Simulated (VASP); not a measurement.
# Tl (Fm-3m) in VASP: a series of runs, part 2 of 2

VASP 6.6.1. Earlier steps stand in the parts before.

## 3. Relaxation of cell and atoms, pbe exchange, pbesol correlation, collinear spin (24.00 Å³/atom)

This run uses another cell than the first one, of 24.00 Å³/atom.

Contents of INCAR:

```
PREC = Accurate
ENCUT = 500
EDIFF = 1E-7
ISMEAR = 0
SIGMA = 0.05
LREAL = F
LASPH = T
NELM = 200
ALGO = Normal
ISIF = 3
LWAVE = F
LCHARG = F
ISPIN = 2
MAGMOM = 0.5
LORBIT = 11
GGA = LIBXC
LIBXC1 = GGA_X_PBE
LIBXC2 = GGA_C_PBE_SOL
IBRION = 2
NSW = 80
EDIFFG = -0.01
GGA_COMPAT = F
NELMIN = 4
```

Contents of KPOINTS:

```
regular mesh
0
Gamma
  9 9 9
```

Contents of POSCAR:

```
Tl
1.0
    0.0000000000      2.2895483854      2.2895483854
    2.2895483854      0.0000000000      2.2895483854
    2.2895483854      2.2895483854      0.0000000000
Tl
1
Direct
    0.0000000000      0.0000000000      0.0000000000
```

Potentials or basis: VASP PAW PBE potentials, release 64 (Tl_d).

Command:

```
cat potpaw_PBE.64/Tl_d/POTCAR > POTCAR
mpirun -np 1 vasp_std > vasp.out
```

OUTCAR:

```text
PREC = Accurate
   ENCUT = 500
   EDIFF = 1E-7
   ISMEAR = 0
   LREAL = F
   LASPH = T
   NELM = 200
   ISIF = 3
   ISPIN = 2
   LORBIT = 11
   GGA = LIBXC
   IBRION = 2
   NSW = 80
   EDIFFG = -0.01
   NELMIN = 4

 ion  position               nearest neighbor table
   1  0.000  0.000  0.000-

  LATTYP: Found a face centered cubic cell.
 ALAT       =     4.5790967708

  Lattice vectors:

 A1 = (   0.0000000000,   2.2895483854,   2.2895483854)
 A2 = (   2.2895483854,   0.0000000000,   2.2895483854)
 A3 = (   2.2895483854,   2.2895483854,   0.0000000000)

Analysis of symmetry for initial positions (statically):
=====================================================================
 Subroutine PRICEL returns:
 Original cell was already a primitive cell.

 Routine SETGRP: Setting up the symmetry group for a
 face centered cubic supercell.

 Subroutine GETGRP returns: Found 48 space group operations
 (whereof 48 operations were pure point group operations)
 out of a pool of 48 trial point group operations.

The static configuration has the point symmetry O_h .

Analysis of symmetry for dynamics (positions and initial velocities):
=====================================================================
 Subroutine PRICEL returns:
 Original cell was already a primitive cell.

 Routine SETGRP: Setting up the symmetry group for a
 face centered cubic supercell.

 Subroutine GETGRP returns: Found 48 space group operations
 (whereof 48 operations were pure point group operations)
 out of a pool of 48 trial point group operations.

The dynamic configuration has the point symmetry O_h .

Analysis of structural, dynamic, and magnetic symmetry:
=====================================================================
 Subroutine PRICEL returns:
 Original cell was already a primitive cell.

 Routine SETGRP: Setting up the symmetry group for a
 face centered cubic supercell.

 Subroutine GETGRP returns: Found 48 space group operations
 (whereof 48 operations were pure point group operations)
 out of a pool of 48 trial point group operations.

The overall configuration has the point symmetry O_h .

 Subroutine INISYM returns: Found 48 space group operations
 (whereof 48 operations are pure point group operations),
 and found     1 'primitive' translations

----------------------------------------------------------------------------------------

[... 113 lines left out ...]
  Thomas-Fermi vector in A             =   2.463213
   LORBIT       =     11    0 simple, 1 ext, 2 COOP (PROOUT), +10 PAW based schemes
   GGA     = LIBXC    functional components
   LHFCALC =     F    Hartree Fock is set to
   AEXX    =    0.0000 exact exchange contribution
   IVDW    =     0    specifies the selected vdW correction
   LEPSILON=     F    determine dielectric tensor
   LRPA    =     F    only Hartree local field effects (RPA)
 conjugate gradient relaxation of ions
 spin polarized calculation
 Gauss-broadening in eV      SIGMA  =   0.05
  energy-cutoff  :      500.00
  volume of cell :       24.00
 maximum number of plane-waves:       620
   NGX = 11   NGY = 11   NGZ = 11

--------------------------------------- Ionic step        1  -------------------------------------------

 number of electron      12.9999998 magnetization      -0.0022108

 number of electron      12.9999998 magnetization       0.0000564

 Free energy of the ion-electron system (eV)
  ---------------------------------------------------
  ext. energy  EPLUGINS =         0.00000000
  ---------------------------------------------------
  free energy    TOTEN  =        -1.89966493 eV

  energy without entropy =       -1.89810379  energy(sigma->0) =       -1.89888436

 E-fermi :   8.5155     XC(G=0): -11.0850

 val. band max:        8.4685155006   @ k =  -0.4444   0.3333   0.1111
 cond. band min:       8.5352770636   @ k =  -0.3333   0.4444   0.2222
 fundamental gap:      0.0667615630
 Fermi energy:         8.5155051995

 spin component 1

 k-point     1 :       0.0000    0.0000    0.0000
  band No.  band energies     occupation
      1      -3.3832      1.00000
      2      -3.3832      1.00000
      3      -3.3832      1.00000
      4      -2.9549      1.00000
      5      -2.9549      1.00000
      6      -2.8009      1.00000
      7      19.8032      0.00000
      8      20.3200      0.00000
      9      20.3200      0.00000
     10      20.3200      0.00000
[... 725 lines left out ...]
 number of electron      12.9999998 magnetization       0.0000073

 number of electron      12.9999998 magnetization      -0.0000003

 Free energy of the ion-electron system (eV)
  ---------------------------------------------------
  ext. energy  EPLUGINS =         0.00000000
  ---------------------------------------------------
  free energy    TOTEN  =        -2.18824306 eV

  energy without entropy =       -2.18779136  energy(sigma->0) =       -2.18801721

 E-fermi :   5.4603     XC(G=0):  -9.6578

 val. band max:        5.3098969289   @ k =  -0.4444   0.3333   0.1111
 cond. band min:       5.5073036265   @ k =  -0.3333   0.4444   0.2222
 fundamental gap:      0.1974066976
 Fermi energy:         5.4602566831

 spin component 1

 k-point     1 :       0.0000    0.0000    0.0000
  band No.  band energies     occupation
      1      -6.0707      1.00000
      2      -6.0707      1.00000
      3      -6.0707      1.00000
      4      -5.8632      1.00000
      5      -5.8632      1.00000
      6      -3.9145      1.00000
      7      14.7415      0.00000
      8      14.7415      0.00000
      9      14.7415      0.00000
     10      16.3287      0.00000
[... 643 lines left out ...]
  FREE ENERGIE OF THE ION-ELECTRON SYSTEM (eV)
  ---------------------------------------------------
  free  energy   TOTEN  =        -2.1882430574 eV

  energy  without entropy=       -2.1877913558  energy(sigma->0) =       -2.18801721

 reached required accuracy - stopping structural energy minimisation

 total charge

# of ion       s       p       d       tot
------------------------------------------
    1        1.191   0.355   9.636  11.182

 magnetization (x)

# of ion       s       p       d       tot
------------------------------------------
    1        0.000   0.000   0.000   0.000
```

It took 19 s on 1 thread of Intel Xeon 6975P-C (Granite Rapids), shared host; peak memory 0.15 GiB.

What came out:

```yaml
Free_energy: -2.1882 eV
Relaxed_volume: 31.89 Å³/atom
Relaxed_cell: a = 3.560 Å, b = 3.560 Å, c = 3.560 Å, α = 60.00°, β = 60.00°, γ = 60.00°
Space_group_after_relaxing_to_0.1_Å: Fm-3m (No. 225)
Energy_gained_by_relaxing: 288.6 meV/atom
Ionic_steps: 4
Pressure_after_relaxing: 0.0 GPa
Net_moment: 0.00 μB per cell
Valence_electrons_inside_the_program's_atomic_spheres: Tl 11.18
```

Step by step:
```
step  energy change (eV)  largest force (eV/Å)  pressure (GPa)  volume (Å³)
   1              0.0000                0.0000           15.76        24.00
   2             -0.2844                0.0000           -0.99        33.17
   3             -0.2884                0.0000            0.22        31.62
   4             -0.2886                0.0000           -0.02        31.89
```

Final structure:
```
CELL_PARAMETERS angstrom
0.00000 2.51706 2.51706
2.51706 0.00000 2.51706
2.51706 2.51706 0.00000
ATOMIC_POSITIONS crystal
Tl 0.00000 0.00000 0.00000
```

Caveat: the volume moved by over 15 % at a fixed basis, so the end points are rough; the PAW data sets were made with another functional, which shifts forces and pressure a little; spin-orbit coupling is left out, which moves the levels of the heavy elements.
